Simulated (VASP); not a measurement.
The system is CeCr2B2C.

```xyz
6
Lattice="3.7629 0.0000 0.0000 0.0000 3.7629 0.0000 0.0000 0.0000 4.9562" Properties=species:S:1:pos:R:3 pbc="T T T"
Ce    0.0000    0.0000    0.0000
B     1.8814    1.8814    1.1102
B     1.8814    1.8814    3.8460
Cr    0.0000    1.8814    2.4781
Cr    1.8814    0.0000    2.4781
C     0.0000    0.0000    2.4781
```

Program: VASP 6.6.1. Alike in all runs: task single point; no spin polarisation; cell as given; cutoff (eV) 520; smearing fermi-dirac 0.1 eV.

**Question.** Order these runs on this cell by their pressure, lowest first.
A. level r2SCAN; potentials or basis VASP PAW PBE potentials, release 64 (Ce, B, Cr_pv, C); k mesh 5 × 5 × 4, shifted
B. level revPBE; potentials or basis VASP PAW PBE potentials, release 64 (Ce, B, Cr_pv, C); k mesh 5 × 5 × 4
C. level LDA; potentials or basis VASP PAW LDA potentials, release 64 (Ce, B, Cr_pv, C); k mesh 5 × 5 × 4

**Answer.** C (-9.3 GPa), A (-0.5 GPa), B (3.3 GPa).

Caveats: the run has no spin polarisation, though such a crystal can be magnetic; the PAW data sets were made with another functional, which shifts forces and pressure a little (at least some runs); the cell stands under tension (at least some runs); the cell stands under pressure (at least some runs).
